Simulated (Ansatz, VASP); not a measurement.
# One calculation of ZnCu, two programs

```
Zn Cu
1.0
     2.94500    0.00000    0.00000
     0.00000    2.94500    0.00000
     0.00000    0.00000    2.94500
Zn Cu
1 1
Direct
  0.49576 0.50000 0.50000
  0.00000 0.00000 0.00000
```

Change from the starting cell: all Zn atoms moved +0.013 Å, as atom 1 towards its neighbour atom 1 (Zn) at 2.945 Å.

Alike in both runs: task single point; functional PBE; k mesh 16 × 16 × 16; occupations gaussian, width 0.15 eV; no spin polarisation.

|  | VASP | Ansatz |
| --- | --- | --- |
| version | VASP 6.6.1 | Ansatz 0.2.0 |
| potentials or method | VASP PAW PBE potentials, release 64 (Zn, Cu), cutoff 520 eV | scalar-relativistic, plane waves, PAW |
| valence electrons in the cell | 23 | 31 |

|  | VASP | Ansatz | Ansatz less VASP |
| --- | --- | --- | --- |
| gap on the k mesh at the Fermi level (eV) | none | none | - |
| pressure (GPa) | 3.2 | 2.3 | -0.85 |
| rms of the force components (eV/Å) | 0.035 | 0.035 | -0.0004 |

Atom by atom the forces differ by 0.000 eV/Å (rms over components). A gap of «none» marks a metal or a gap that the smearing closes. The functional is the same, so the differences come from potentials, cutoffs and numerics. VASP's potentials hold 23 valence electrons a cell and Ansatz's 31, so a difference there can come from the potentials and not from the codes.
